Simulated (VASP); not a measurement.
## Li2S: single point with r2SCAN

The system is Li2S.

```
CELL_PARAMETERS angstrom
0.00000 2.75647 2.75647
2.75647 0.00000 2.75647
2.75647 2.75647 0.00000
ATOMIC_POSITIONS crystal
Li 0.25000 0.25000 0.25000
Li 0.75000 0.75000 0.75000
S 0.00000 0.00000 0.00000
```

This cell differs from its parent crystal: volume scaled by 0.91.

```yaml
Program: VASP 6.6.1
Task: single point
Functional: r2SCAN
Potentials_or_basis: VASP PAW PBE potentials, release 64 (Li_sv, S)
Cutoff: 830 eV
k_mesh: 8 × 8 × 8
Occupations: gaussian, width 0.02 eV
Spin: no spin polarisation
```

The pressure is 4.6 GPa and the band gap on the k mesh is 3.79 eV, indirect (least direct gap 5.43 eV).

Levels at points of the mesh, in eV from the valence-band top:
```csv
k point,band 3,band 4,band 5,band 6,band 7,band 8,band 9,band 10
"(0.00, 0.00, 0.00)",-11.77,0.00,0.00,0.00,5.57,6.94,6.94,6.94
"(0.50, 0.00, 0.00)",-11.24,-3.23,-0.58,-0.58,7.23,7.23,7.42,9.65
"(0.50, 0.50, 0.00)",-11.09,-2.38,-1.64,-1.64,3.79,8.11,12.91,12.91
```

Run time: 2.1 min on 1 thread of Intel(R) Xeon(R) Platinum 8488C (Sapphire Rapids) (shared host), peak memory 0.25 GiB.

Caveat: the PAW data sets were made with another functional, which shifts forces and pressure a little. A k mesh can miss the band edges.
